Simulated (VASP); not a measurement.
Crystal: BaTiO3.

```xyz
5
Lattice="2.8277 1.6326 2.3177 -2.8277 1.6326 2.3177 0.0000 -3.2651 2.3177" Properties=species:S:1:pos:R:3 pbc="T T T"
Ba   -2.7004    1.6624    2.3728
Ti   -0.0605   -0.0667    3.6407
O    -0.0308   -1.5655    4.5301
O    -1.4487    0.8432    4.4791
O     1.4127    0.7592    4.5299
```

* Program: VASP 6.6.1
* Task: relaxation of cell and atoms
* Functional: LDA
* Potentials or basis: VASP PAW LDA potentials, release 64 (Ba_sv, Ti_sv, O)
* Cutoff: 600 eV
* k mesh: 7 × 7 × 7
* Occupations: fermi-dirac, width 0.05 eV
* Spin: no spin polarisation
* Hubbard terms: Ti d U = 1.0 eV

At the start: pressure 1.5 GPa; volume 12.84 Å³/atom.

Task: How do energy, volume and symmetry change on relaxing?

Result: Over 20 steps the energy falls by 62.4 meV/atom and the volume is 12.41 Å³/atom (-3.4 %); space group P1 (No. 1, to 0.1 Å) before, Pm-3m (No. 221, to 0.1 Å).

The path:
```tsv
step	energy change (eV)	largest force (eV/Å)	pressure (GPa)	volume (Å³)
1	0.0000	2.4702	1.47	64.20
2	-0.1581	0.5525	-6.43	65.27
3	-0.1768	0.7505	-4.75	64.92
4	-0.2580	0.4309	2.84	61.89
5	-0.2584	0.4497	2.34	62.06
6	-0.3013	0.1856	0.72	62.17
7	-0.3030	0.2051	0.43	62.19
8	-0.3075	0.1223	-0.65	62.49
9	-0.3077	0.0966	-0.99	62.58
10	-0.3102	0.0816	0.01	62.21
11	-0.3102	0.0877	0.13	62.16
12	-0.3110	0.0609	0.09	62.15
13	-0.3114	0.0525	0.05	62.12
14	-0.3118	0.0310	-0.13	62.15
15	-0.3119	0.0214	-0.28	62.17
16	-0.3120	0.0213	0.21	61.98
17	-0.3120	0.0211	0.05	62.05
18	-0.3121	0.0133	0.03	62.04
19	-0.3122	0.0125	0.01	62.03
20	-0.3122	0.0078	-0.02	62.04
```

Final structure:
```
Ba Ti O
1.0
     2.80059    1.61674    2.28761
    -2.79672    1.61464    2.28435
     0.00031   -3.23255    2.28704
Ba Ti O
1 1 3
Direct
  0.99833 0.99742 0.99829
  0.50366 0.50055 0.50330
  0.49308 0.49389 0.99081
  0.49315 0.99263 0.49324
  0.99048 0.49422 0.49306
```
